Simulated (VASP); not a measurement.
# Cu in VASP: notebook

Aim: see how the results for Cu move with the level of theory and the settings. Levels: PBE+D3(BJ), LDA. Tasks: single point.

All numbers are computed with VASP 6.6.1; they aren't measurements. Logs are shortened: lines on timing, memory, paths and dates and some standing lists are left out, and cuts for length are marked.

### 1 The cell of the first run

The cell holds a slab with vacuum, 7 atoms: a = 2.556 Å, b = 2.556 Å, c = 26.523 Å, α = 90.00°, β = 90.00°, γ = 120.00°.

### 2 Single point, PBE+D3(BJ)

Contents of INCAR:

```
ALGO     = Fast           # electronic algorithm
DIPOL    = 0.5 0.5 0.500
EDIFF    = 1E-6           # SCF threshold, eV
ENCUT    = 520            # plane-wave cutoff, eV
GGA      = PE             # functional
IDIPOL   = 3            
ISIF     = 2              # what is computed and relaxed
ISMEAR   = 0              # smearing method
IVDW     = 12             # dispersion correction
LASPH    = True           # aspherical terms in the spheres
LCHARG   = False          # write CHGCAR
LDIPOL   = True         
LREAL    = False          # projectors in reciprocal space
LWAVE    = False          # write WAVECAR
NBANDS   = 48             # bands
NELM     = 60             # most SCF steps
PREC     = Accurate       # precision mode
SIGMA    = 0.05           # smearing width, eV
```

Contents of KPOINTS:

```
k-points
0
Gamma
  24 24 1
```

Contents of POSCAR:

```
Cu
1.0
    2.5561910140      0.0000000000      0.0000000000
   -1.2780955070      2.2137263550      0.0000000000
    0.0000000000      0.0000000000     26.5227273387
Cu
7
Direct
    0.0000000000      0.0000000000      0.2696857555
    0.6666666667      0.3333333333      0.3465945753
    0.3333333333      0.6666666667      0.4232010500
    0.0000000000      0.0000000000      0.5000000014
    0.6666666667      0.3333333333      0.5767989466
    0.3333333333      0.6666666667      0.6534054179
    0.0000000000      0.0000000000      0.7303142533
```

Potentials or basis: VASP PAW PBE potentials, release 64 (Cu).

The run is started by

```
$ cat potpaw_PBE.64/Cu/POTCAR > POTCAR
$ mpirun -np 1 vasp_std > vasp.out
```

OUTCAR:

```text
EDIFF = 1E-6
   ENCUT = 520
   GGA = PE
   ISIF = 2
   ISMEAR = 0
   IVDW = 12
   LASPH = True
   LREAL = False
   NELM = 60
   PREC = Accurate
 IVDW          = 12

 ion  position               nearest neighbor table
   1  0.000  0.000  0.270-   2 2.52   2 2.52   2 2.52
   2  0.667  0.333  0.347-   3 2.51   3 2.51   3 2.51   1 2.52   1 2.52   1 2.52
   3  0.333  0.667  0.423-   2 2.51   2 2.51   2 2.51   4 2.52   4 2.52   4 2.52
   4  0.000  0.000  0.500-   5 2.52   5 2.52   5 2.52   3 2.52   3 2.52   3 2.52
   5  0.667  0.333  0.577-   6 2.51   6 2.51   6 2.51   4 2.52   4 2.52   4 2.52
   6  0.333  0.667  0.653-   5 2.51   5 2.51   5 2.51   7 2.52   7 2.52   7 2.52
   7  0.000  0.000  0.730-   6 2.52   6 2.52   6 2.52

  LATTYP: Found a hexagonal cell.
 ALAT       =     2.5561910140
 C/A-ratio  =    10.3758784823

  Lattice vectors:

 A1 = (   2.5561910140,   0.0000000000,   0.0000000000)
 A2 = (  -1.2780955070,   2.2137263550,   0.0000000000)
 A3 = (   0.0000000000,   0.0000000000,  26.5227273387)

Analysis of symmetry for initial positions (statically):
=====================================================================
 Subroutine PRICEL returns:
 Original cell was already a primitive cell.

 Routine SETGRP: Setting up the symmetry group for a
 hexagonal supercell.

 Subroutine GETGRP returns: Found 12 space group operations
 (whereof 12 operations were pure point group operations)
 out of a pool of 24 trial point group operations.

The static configuration has the point symmetry D_3d.

Analysis of symmetry for dynamics (positions and initial velocities):
=====================================================================
 Subroutine PRICEL returns:
 Original cell was already a primitive cell.

 Routine SETGRP: Setting up the symmetry group for a
 hexagonal supercell.

 Subroutine GETGRP returns: Found 12 space group operations
 (whereof 12 operations were pure point group operations)
 out of a pool of 24 trial point group operations.

The dynamic configuration has the point symmetry D_3d.

 Subroutine INISYM returns: Found 12 space group operations
 (whereof 12 operations are pure point group operations),
 and found     1 'primitive' translations

----------------------------------------------------------------------------------------

                                     Primitive cell

  volume of cell :     150.0844

  direct lattice vectors                    reciprocal lattice vectors
     2.556191014  0.000000000  0.000000000     0.391207071  0.225863508  0.000000000
    -1.278095507  2.213726355  0.000000000     0.000000000  0.451727016  0.000000000
     0.000000000  0.000000000 26.522727339     0.000000000  0.000000000  0.037703513

  length of vectors
     2.556191014  2.556191014 26.522727339     0.451727016  0.451727016  0.037703513

  position of ions in fractional coordinates (direct lattice)
     0.000000000  0.000000000  0.269685755
     0.666666667  0.333333333  0.346594575
     0.333333333  0.666666667  0.423201050
     0.000000000  0.000000000  0.500000001
     0.666666667  0.333333333  0.576798947
     0.333333333  0.666666667  0.653405418
     0.000000000  0.000000000  0.730314253

  ion indices of the primitive-cell ions
   primitive index   ion index
                 1           1
                 2           2
                 3           3
                 4           4
                 5           5
                 6           6
                 7           7

----------------------------------------------------------------------------------------

 KPOINTS: k-points

Automatic generation of k-mesh.
 Grid dimensions read from file:
 generate k-points for:   24   24    1

 Generating k-lattice:

  Cartesian coordinates                     Fractional coordinates (reciprocal lattice)
     0.016300295  0.009410979  0.000000000     0.041666667  0.000000000  0.000000000
     0.000000000  0.018821959  0.000000000     0.000000000  0.041666667  0.000000000
     0.000000000  0.000000000  0.037703513     0.000000000  0.000000000  1.000000000

  Length of vectors
     0.018821959  0.018821959  0.037703513

  Shift w.r.t. Gamma in fractional coordinates (k-lattice)
     0.000000000  0.000000000  0.000000000

 Subroutine IBZKPT returns following result:
 ===========================================

 Found     61 irreducible k-points:

 Following reciprocal coordinates:
            Coordinates               Weight
  0.000000  0.000000  0.000000      1.000000
  0.041667  0.000000  0.000000      6.000000
  0.083333 -0.000000  0.000000      6.000000
  0.125000  0.000000  0.000000      6.000000
  0.166667  0.000000  0.000000      6.000000
  0.208333  0.000000  0.000000      6.000000
[... 16 lines left out ...]
  0.416667  0.041667  0.000000     12.000000
  0.458333  0.041667  0.000000     12.000000
 [... further k-points ...]
   k-points           NKPTS =     61   k-points in BZ     NKDIM =     61   number of bands    NBANDS=     48
   number of dos      NEDOS =    301   number of ions     NIONS =      7
   total plane-waves  NPLWV =  80000
   dimension x,y,z NGX =    20 NGY =   20 NGZ =  200
   dimension x,y,z NGXF=    40 NGYF=   40 NGZF=  400
   ions per type =               7
   NGX,Y,Z   is equivalent  to a cutoff of  13.01, 13.01, 12.54 a.u.
   NGXF,Y,Z  is equivalent  to a cutoff of  26.01, 26.01, 25.07 a.u.
 SYSTEM =  unknown system
   PREC   = accura    normal or accurate (medium, high low for compatibility)
   ISTART =      0    job   : 0-new  1-cont  2-samecut
   ICHARG =      2    charge: 1-file 2-atom 10-const
   ISPIN  =      1    spin polarized calculation?
   LNONCOLLINEAR =      F non collinear calculations
   LSORBIT =      F    spin-orbit coupling
   LASPH  =      T    aspherical Exc in radial PAW
   ENCUT  =  520.0 eV  38.22 Ry    6.18 a.u.   4.75  4.75 49.31*2*pi/ulx,y,z
   NELM   =     60;   NELMIN=  2; NELMDL= -5     # of ELM steps
   EDIFF  = 0.1E-05   stopping-criterion for ELM
   LREAL  =      F    real-space projection
   EDIFFG = 0.1E-04   stopping-criterion for IOM
   NSW    =      0    number of steps for IOM
   IBRION =     -1    ionic relax: 0-MD 1-quasi-New 2-CG
   NFREE  =      0    steps in history (QN), initial steepest desc. (CG)
   ISIF   =      2    stress and relaxation
   ISYM   =      2    0-nonsym 1-usesym 2-fastsym
   POTIM  = 0.5000    time-step for ionic-motion
   TEBEG  =    0.0;   TEEND  =   0.0 temperature during run
   PSTRESS=    0.0 pullay stress
   NELECT =      77.0000    total number of electrons
   NUPDOWN=      -1.0000    fix difference up-down
   EMIN   =  10.00;   EMAX   =-10.00  energy-range for DOS
   EFERMI =   0.00;   METHOD = LEGACY
   ISMEAR =     0;   SIGMA  =   0.05  broadening in eV -4-tet -1-fermi 0-gaus
   EFERMI_NEDOS =   21; number of points for ismear=-14 and -15
   IALGO  =     68    algorithm
   IMIX   =      4    mixing-type and parameters
     AMIX     =   0.40;   BMIX     =  1.00
     AMIX_MAG =   1.60;   BMIX_MAG =  1.00
  volume/ion in A,a.u.               =      21.44       144.69
  Fermi-wavevector in a.u.,A,eV,Ry     =   1.310569  2.476617 23.369250  1.717591
  Thomas-Fermi vector in A             =   2.441090
   LORBIT       =      0    0 simple, 1 ext, 2 COOP (PROOUT), +10 PAW based schemes
   GGA     = PE    functional components
   LHFCALC =     F    Hartree Fock is set to
   AEXX    =    0.0000 exact exchange contribution
   IVDW    =    12    specifies the selected vdW correction
   LEPSILON=     F    determine dielectric tensor
   LRPA    =     F    only Hartree local field effects (RPA)
 non-spin polarized calculation
 RMM-DIIS sequential band-by-band and
 Gauss-broadening in eV      SIGMA  =   0.05
  energy-cutoff  :      520.00
  volume of cell :      150.08
 maximum number of plane-waves:      4065
 NGX is ok and might be reduce to    20
   NGX =  9   NGY =  9   NGZ = 99

 dipolmoment           0.000000      0.000000     -0.000000 electrons x Angstroem

 number of electron      77.0000034 magnetization

 dipolmoment           0.000000      0.000000      0.000000 electrons x Angstroem

 Free energy of the ion-electron system (eV)
  ---------------------------------------------------
  ext. energy  EPLUGINS =         0.00000000
  ---------------------------------------------------
  free energy    TOTEN  =       -25.13611137 eV

  energy without entropy =      -25.13339089  energy(sigma->0) =      -25.13475113

 E-fermi :   2.1289     XC(G=0):  -7.6244

 val. band max:        2.1046396029   @ k =   0.1667   0.0833   0.0000
 cond. band min:       2.1304724929   @ k =   0.5000   0.0000   0.0000
 fundamental gap:      0.0258328899
 Fermi energy:         2.1288973032

 k-point     1 :       0.0000    0.0000    0.0000
  band No.  band energies     occupation
      1      -7.2886      2.00000
      2      -6.7617      2.00000
      3      -5.9479      2.00000
      4      -4.9279      2.00000
      5      -3.9135      2.00000
      6      -3.2573      2.00000
[... 40 lines left out ...]
     47       8.3958      0.00000
     48       8.8979      0.00000

 k-point     2 :       0.0417    0.0000    0.0000
  band No.  band energies     occupation
      1      -7.2326      2.00000
      2      -6.7066      2.00000
      3      -5.8946      2.00000
      4      -4.8773      2.00000
      5      -3.8668      2.00000
      6      -3.2164      2.00000
[... 40 lines left out ...]
     47       8.4450      0.00000
     48       8.9421      0.00000

 k-point     3 :       0.0833   -0.0000    0.0000
  band No.  band energies     occupation
      1      -7.0655      2.00000
      2      -6.5427      2.00000
      3      -5.7363      2.00000
      4      -4.7275      2.00000
      5      -3.7295      2.00000
      6      -3.0969      2.00000
[... 1060 lines left out ...]
     47       9.0714      0.00000
     48       9.9958      0.00000

 k-point    24 :       0.4583    0.0417    0.0000
  band No.  band energies     occupation
      1      -3.0487      2.00000
      2      -2.8684      2.00000
      3      -2.7859      2.00000
      4      -2.6850      2.00000
      5      -2.5270      2.00000
      6      -2.4042      2.00000
[... 40 lines left out ...]
     47       8.9207      0.00000
     48       9.8930      0.00000

 [... further k-points ...]

------------------------ aborting loop because EDIFF is reached ----------------------------------------

 vacuum level on the upper side and lower side of the slab       (xc-potential included)        -0.205        -0.205

 Edisp (eV)   -3.52861

 E8    (eV) :    -1.5456

  FORCE on cell =-STRESS in cart. coord.  units (eV):
  Direction    XX          YY          ZZ          XY          YZ          ZX
  --------------------------------------------------------------------------------------
  -------------------------------------------------------------------------------------
  Total      -2.65282    -2.65282     0.33499     0.00000     0.00000     0.00000
  in kB     -28.31935   -28.31935     3.57612     0.00000     0.00000     0.00000
  external pressure =      -17.69 kB  Pullay stress =        0.00 kB

 VOLUME and BASIS-vectors are now :
 -----------------------------------------------------------------------------
  energy-cutoff  :      520.00
  volume of cell :      150.08
      direct lattice vectors                 reciprocal lattice vectors
     2.556191014  0.000000000  0.000000000     0.391207071  0.225863508  0.000000000
    -1.278095507  2.213726355  0.000000000     0.000000000  0.451727016  0.000000000
     0.000000000  0.000000000 26.522727339     0.000000000  0.000000000  0.037703513

 POSITION                                       TOTAL-FORCE (eV/Angst)
 -----------------------------------------------------------------------------------
      0.00000      0.00000      7.15280        -0.000000     -0.000000     -0.029738
      1.27810      0.73791      9.19263         0.000000      0.000000     -0.003327
     -0.00000      1.47582     11.22445         0.000000     -0.000000      0.003289
      0.00000      0.00000     13.26136        -0.000000      0.000000      0.000000
      1.27810      0.73791     15.29828        -0.000000      0.000000     -0.003289
     -0.00000      1.47582     17.33009        -0.000000      0.000000      0.003327
      0.00000      0.00000     19.36993        -0.000000      0.000000      0.029738
 -----------------------------------------------------------------------------------
    total drift:                                0.000000      0.000000      0.000004

  FREE ENERGIE OF THE ION-ELECTRON SYSTEM (eV)
  ---------------------------------------------------
  free  energy   TOTEN  =       -28.6647194767 eV

  energy  without entropy=      -28.6619989899  energy(sigma->0) =      -28.66335923

 vacuum level on the upper side and lower side of the slab         6.697         6.697
```

It took 24 min on 1 thread of Oxide Virtual Turin-like, shared host; peak memory 0.43 GiB.

What came out:

* Free energy: -28.6647 eV
* Largest force: 0.030 eV/Å
* Band gap on the k mesh: zero (an odd number of electrons rules out a gap without spin polarisation)
* Dispersion energy per atom: -0.504 eV

Forces on the atoms (eV/Å):
```
Cu   0.000  0.000 -0.030
Cu   0.000  0.000 -0.003
Cu   0.000  0.000  0.003
Cu   0.000  0.000  0.000
Cu   0.000  0.000 -0.003
Cu   0.000  0.000  0.003
Cu   0.000  0.000  0.030
```

### 3 Single point, LDA

Contents of INCAR:

```
  PREC = Accurate
  ENCUT = 520
  EDIFF = 1E-6
  ISMEAR = 0
  SIGMA = 0.05
  LREAL = F
  LASPH = T
  NELM = 60
  ALGO = Normal
  ISIF = 2
  LWAVE = F
  LCHARG = F
  LDIPOL = T
  IDIPOL = 3
  DIPOL = 0.5 0.5 0.500
  GGA = CA
  NBANDS = 48
```

Contents of KPOINTS:

```
regular mesh
0
Gamma
  24 24 1
```

POSCAR is that of step 2.

Potentials or basis: VASP PAW LDA potentials, release 64 (Cu).

The run is started by

```
$ cat potpaw_LDA.64/Cu/POTCAR > POTCAR
$ mpirun -np 1 vasp_std > vasp.out
```

It took 25 min on 1 thread of Oxide Virtual Turin-like, shared host; peak memory 0.38 GiB.

The run converged. Its results:

* Free energy: -31.5646 eV
* Largest force: 0.331 eV/Å
* Band gap on the k mesh: zero (an odd number of electrons rules out a gap without spin polarisation)

Forces on the atoms (eV/Å):
```
Cu   0.000  0.000  0.331
Cu   0.000  0.000 -0.094
Cu   0.000  0.000 -0.023
Cu   0.000  0.000  0.000
Cu   0.000  0.000  0.023
Cu   0.000  0.000  0.094
Cu   0.000  0.000 -0.331
```

Levels at points of the mesh, in eV from the Fermi level:
```
           k point  band 36  band 37  band 38  band 39  band 40  band 41  band 42  band 43
(0.00, 0.00, 0.00)    -1.91    -1.91    -1.72    -1.72    -1.68    -1.68    -0.73    -0.32
(0.50, 0.00, 0.00)    -0.69     0.01     0.57     0.94     1.19     1.42     1.48     3.90
```

The gap in the log of VASP goes by the Fermi energy; the results here count the filled bands.